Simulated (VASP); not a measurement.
# BiTe3As (C2/m) in VASP: single point with r2SCAN+rVV10

Aim: the single point of BiTe3As with r2SCAN+rVV10.

All numbers are computed with VASP 6.6.1; they aren't measurements. Logs are shortened: lines on timing, memory, paths and dates and some standing lists are left out, and cuts for length are marked.

**1. The cell of the first run**

Symmetry: C2/m, No. 12, monoclinic system. The conventional cell has a = 20.782 Å, b = 4.209 Å, c = 7.349 Å, α = 90.00°, β = 97.28°, γ = 90.00°. Within 4.4 Å of Bi (site symmetry m) lie 6 Te at 3.10 to 3.18 Å and 4 As at 4.18 to 4.34 Å and 4 Bi at 4.21 to 4.31 Å. Te (site symmetry m) has 1 As at 2.69 Å and 2 Bi at 3.13 Å within 3.5 Å. Te (site symmetry m) has 3 Bi at 3.10 to 3.14 Å and 3 As at 3.15 to 3.37 Å and 12 Te at 3.98 to 4.64 Å within 4.7 Å. Within 3.9 Å of Te (site symmetry m) lie 2 As at 2.79 Å and 1 Bi at 3.18 Å and 3 Te at 3.78 to 3.85 Å. Within 3.5 Å of As (site symmetry m) lie 6 Te at 2.69 to 3.37 Å.

**2. Single point, r2SCAN+rVV10**

Input file POSCAR:

```
BiTe3As
1.0
   10.3907538675     -2.1043110188     -0.0598115907
   10.3907538675      2.1043110188     -0.0598115907
   -0.8893865814      0.0000000000      7.2948805990
Bi Te As
2 6 2
Direct
    0.6640155582      0.6640155582      0.0545015282
    0.3359844418      0.3359844418      0.9454984718
    0.9286157963      0.9286157963      0.1561952491
    0.0713842037      0.0713842037      0.8438047509
    0.7445270216      0.7445270216      0.7269830364
    0.4265731220      0.4265731220      0.6277044786
    0.5734268780      0.5734268780      0.3722955214
    0.2554729784      0.2554729784      0.2730169636
    0.1409117774      0.1409117774      0.5588705262
    0.8590882226      0.8590882226      0.4411294738
```

Input file INCAR.step1:

```
  PREC = Accurate
  ENCUT = 520
  ISMEAR = -1
  SIGMA = 0.02
  LREAL = F
  LASPH = T
  NELM = 60
  NBANDS = 49
  GGA = PE
  ALGO = Normal
  EDIFF = 1E-4
  LWAVE = T
  LCHARG = F
  KPAR = 4
```

Input file INCAR.step2:

```
  PREC = Accurate
  ENCUT = 520
  EDIFF = 1E-6
  ISMEAR = -1
  SIGMA = 0.02
  LREAL = F
  LASPH = T
  NELM = 60
  ALGO = Normal
  ISIF = 2
  LWAVE = F
  LCHARG = T
  METAGGA = R2SCAN
  LMIXTAU = T
  LUSE_VDW = T
  IVDW_NL = 2
  BPARAM = 11.95
  CPARAM = 0.0093
  LVHAR = T
  NBANDS = 49
  ISTART = 1
  KPAR = 4
```

Input file KPOINTS:

```
Automatic mesh
0
Gamma
  6 6 4
```

Potentials or basis: VASP PAW PBE potentials, release 64 (Bi_d, Te, As).

The run is started by

```console
> cat potpaw_PBE.64/Bi_d/POTCAR potpaw_PBE.64/Te/POTCAR potpaw_PBE.64/As/POTCAR > POTCAR
> cp INCAR.step1 INCAR
> mpirun -np 4 vasp_std > vasp.out
> cp INCAR.step2 INCAR
> mpirun -np 4 vasp_std > vasp.out
```

OUTCAR:

```text
PREC = Accurate
   ENCUT = 520
   EDIFF = 1E-6
   ISMEAR = -1
   LREAL = F
   LASPH = T
   NELM = 60
   ISIF = 2
   METAGGA = R2SCAN
   IVDW_NL = 2
   BPARAM = 11.95
   ISTART = 1

 ion  position               nearest neighbor table
   1  0.664  0.664  0.055-   5 3.10   4 3.13   4 3.13   8 3.14   8 3.14   7 3.18
   2  0.336  0.336  0.945-   8 3.10   3 3.13   3 3.13   5 3.14   5 3.14   6 3.18
   3  0.929  0.929  0.156-  10 2.69   2 3.13   2 3.13
   4  0.071  0.071  0.844-   9 2.69   1 3.13   1 3.13
   5  0.745  0.745  0.727-   1 3.10   2 3.14   2 3.14   9 3.15   9 3.15
   6  0.427  0.427  0.628-  10 2.79  10 2.79   2 3.18
   7  0.573  0.573  0.372-   9 2.79   9 2.79   1 3.18
   8  0.255  0.255  0.273-   2 3.10   1 3.14   1 3.14  10 3.15  10 3.15
   9  0.141  0.141  0.559-   4 2.69   7 2.79   7 2.79   5 3.15   5 3.15
  10  0.859  0.859  0.441-   3 2.69   6 2.79   6 2.79   8 3.15   8 3.15

  LATTYP: Found a base centered monoclinic cell.
 ALAT       =    20.7818520215
 B/A-ratio  =     0.2025142915
 C/A-ratio  =     0.3536209038
 COS(beta)  =    -0.1267349563

  Lattice vectors:

 A1 = (  10.3907538675,  -2.1043110188,  -0.0598115907)
 A2 = (  10.3907538675,   2.1043110188,  -0.0598115907)
 A3 = (  -0.8893865814,   0.0000000000,   7.2948805990)

Analysis of symmetry for initial positions (statically):
=====================================================================
 Subroutine PRICEL returns:
 Original cell was already a primitive cell.

 Routine SETGRP: Setting up the symmetry group for a
 base centered monoclinic supercell.

 Subroutine GETGRP returns: Found  4 space group operations
 (whereof  4 operations were pure point group operations)
 out of a pool of  4 trial point group operations.

The static configuration has the point symmetry C_2h.

Analysis of symmetry for dynamics (positions and initial velocities):
=====================================================================
 Subroutine PRICEL returns:
 Original cell was already a primitive cell.

 Routine SETGRP: Setting up the symmetry group for a
 base centered monoclinic supercell.

 Subroutine GETGRP returns: Found  4 space group operations
 (whereof  4 operations were pure point group operations)
 out of a pool of  4 trial point group operations.

The dynamic configuration has the point symmetry C_2h.

 Subroutine INISYM returns: Found  4 space group operations
 (whereof  4 operations are pure point group operations),
 and found     1 'primitive' translations

[... 113 lines left out ...]
   NSW    =      0    number of steps for IOM
   IBRION =     -1    ionic relax: 0-MD 1-quasi-New 2-CG
   NFREE  =      0    steps in history (QN), initial steepest desc. (CG)
   ISIF   =      2    stress and relaxation
   ISYM   =      2    0-nonsym 1-usesym 2-fastsym
   POTIM  = 0.5000    time-step for ionic-motion
   TEBEG  =    0.0;   TEEND  =   0.0 temperature during run
   PSTRESS=    0.0 pullay stress
   NELECT =      76.0000    total number of electrons
   NUPDOWN=      -1.0000    fix difference up-down
   EMIN   =  10.00;   EMAX   =-10.00  energy-range for DOS
   EFERMI =   0.00;   METHOD = LEGACY
   ISMEAR =    -1;   SIGMA  =   0.02  broadening in eV -4-tet -1-fermi 0-gaus
   EFERMI_NEDOS =   21; number of points for ismear=-14 and -15
   IALGO  =     38    algorithm
   IMIX   =      4    mixing-type and parameters
     AMIX     =   0.40;   BMIX     =  1.00
     AMIX_MAG =   1.60;   BMIX_MAG =  1.00
  volume/ion in A,a.u.               =      31.88       215.13
  Fermi-wavevector in a.u.,A,eV,Ry     =   1.015109  1.918278 14.020068  1.030446
  Thomas-Fermi vector in A             =   2.148376
   LORBIT       =      0    0 simple, 1 ext, 2 COOP (PROOUT), +10 PAW based schemes
   METAGGA = R2SCAN    functional components
   LHFCALC =     F    Hartree Fock is set to
   AEXX    =    0.0000 exact exchange contribution
   IVDW_NL    =     2    kernel type
   BPARAM     =11.9500
   IVDW    =     0    specifies the selected vdW correction
   LEPSILON=     F    determine dielectric tensor
   LRPA    =     F    only Hartree local field effects (RPA)
 non-spin polarized calculation
  energy-cutoff  :      520.00
  volume of cell :      318.79
 maximum number of plane-waves:      8611
   NGX = 39   NGY = 39   NGZ = 27

 number of electron      76.0000001 magnetization

 Free energy of the ion-electron system (eV)
  ---------------------------------------------------
  ext. energy  EPLUGINS =         0.00000000
  ---------------------------------------------------
  free energy    TOTEN  =      -298.01163735 eV

  energy without entropy =     -298.01163723  energy(sigma->0) =     -298.01163729

 E-fermi :   5.7610     XC(G=0):  -9.7815

 val. band max:        5.5260796165   @ k =   0.5000   0.5000   0.2500
 cond. band min:       5.9826911752   @ k =   0.0000   0.0000   0.0000
 fundamental gap:      0.4566115587
 Fermi energy:         5.7610217822

 k-point     1 :       0.0000    0.0000    0.0000
  band No.  band energies     occupation
      1     -18.2346      2.00000
      2     -18.2282      2.00000
      3     -18.2187      2.00000
      4     -18.2152      2.00000
      5     -18.2118      2.00000
      6     -18.2079      2.00000
[... 1237 lines left out ...]
     48       9.1644      0.00000
     49       9.5665      0.00000

 [... further k-points ...]
[... 5 lines left out ...]
  --------------------------------------------------------------------------------------
  -------------------------------------------------------------------------------------
  Total        0.4041482      0.4073970      0.4449510      0.0000000      0.0000000     -0.0271612
  in kB        2.0311920      2.0475200      2.2362613      0.0000000      0.0000000     -0.1365081
  external PRESSURE =       2.1049911 kB  Pullay stress =       0.0000000 kB

 VOLUME and BASIS-vectors are now :
 -----------------------------------------------------------------------------
  energy-cutoff  :      520.00
  volume of cell :      318.79
      direct lattice vectors                 reciprocal lattice vectors
    10.390753868 -2.104311019 -0.059811591     0.048153498 -0.237607462  0.005870840
    10.390753868  2.104311019 -0.059811591     0.048153498  0.237607462  0.005870840
    -0.889386581  0.000000000  7.294880599     0.000789632  0.000000000  0.137178707

 POSITION                                       TOTAL-FORCE (eV/Angst)
 -----------------------------------------------------------------------------------
     13.75077      0.00000      0.31815        -0.002877      0.000000      0.002826
      6.14135      0.00000      6.85711         0.002877      0.000000     -0.002826
     19.15912      0.00000      1.02834         0.030702      0.000000     -0.010847
      0.73300      0.00000      6.14692        -0.030702      0.000000      0.010847
     14.82583      0.00000      5.21419        -0.003736      0.000000     -0.020745
      8.30656      0.00000      4.52800         0.021944      0.000000      0.013863
     11.58556      0.00000      2.64726        -0.021944      0.000000     -0.013863
      5.06630      0.00000      1.96107         0.003736      0.000000      0.020745
      2.43131      0.00000      4.06004         0.032859      0.000000     -0.002071
     17.46081      0.00000      3.11522        -0.032859      0.000000      0.002071
 -----------------------------------------------------------------------------------
    total drift:                               -0.000000     -0.000000     -0.000000

  FREE ENERGIE OF THE ION-ELECTRON SYSTEM (eV)
  ---------------------------------------------------
  free  energy   TOTEN  =      -298.0116373517 eV

  energy  without entropy=     -298.0116372260  energy(sigma->0) =     -298.01163729
```

OSZICAR.step1:

```text
N       E                     dE             d eps       ncg     rms          rms(c)
DAV:   1     0.600558870341E+03    0.60056E+03   -0.32062E+04  4662   0.140E+03
DAV:   2     0.310013502424E+02   -0.56956E+03   -0.55008E+03  5218   0.317E+02
DAV:   3    -0.342362834975E+02   -0.65238E+02   -0.63252E+02  5780   0.122E+02
DAV:   4    -0.371566152380E+02   -0.29203E+01   -0.28891E+01  5417   0.280E+01
DAV:   5    -0.373023053195E+02   -0.14569E+00   -0.14553E+00  6841   0.633E+00    0.121E+01
DAV:   6    -0.369890856368E+02    0.31322E+00   -0.54001E-01  5618   0.363E+00    0.842E+00
DAV:   7    -0.370134454951E+02   -0.24360E-01   -0.47552E-01  5554   0.243E+00    0.101E+00
DAV:   8    -0.369963108601E+02    0.17135E-01   -0.73642E-02  5370   0.140E+00    0.937E-01
DAV:   9    -0.369974286022E+02   -0.11177E-02   -0.12657E-02  5540   0.387E-01    0.432E-01
DAV:  10    -0.369977749107E+02   -0.34631E-03   -0.51349E-04  5026   0.120E-01    0.172E-01
DAV:  11    -0.369978019021E+02   -0.26991E-04   -0.20304E-04  4060   0.879E-02
   1 F= -.36997802E+02 E0= -.36997800E+02  d E =-.416849E-05
```

Wall time 41 min (4 MPI ranks of Intel Xeon Platinum 8259CL at 2.50GHz (Skylake/Cascade Lake), shared host); peak memory 2.5 GiB.

What came out:

- Free energy: -298.0116 eV
- Pressure: 0.2 GPa
- Largest force: 0.033 eV/Å
- Band gap on the k mesh: 0.46 eV (least direct gap 0.53 eV)

Forces on the atoms (eV/Å):
```
Bi  -0.003  0.000  0.003
Bi   0.003  0.000 -0.003
Te   0.031  0.000 -0.011
Te  -0.031  0.000  0.011
Te  -0.004  0.000 -0.021
Te   0.022  0.000  0.014
Te  -0.022  0.000 -0.014
Te   0.004  0.000  0.021
As   0.033  0.000 -0.002
As  -0.033  0.000  0.002
```

Caveat: the PAW data sets were made with another functional, which shifts forces and pressure a little; spin-orbit coupling is left out, which moves the levels of the heavy elements.
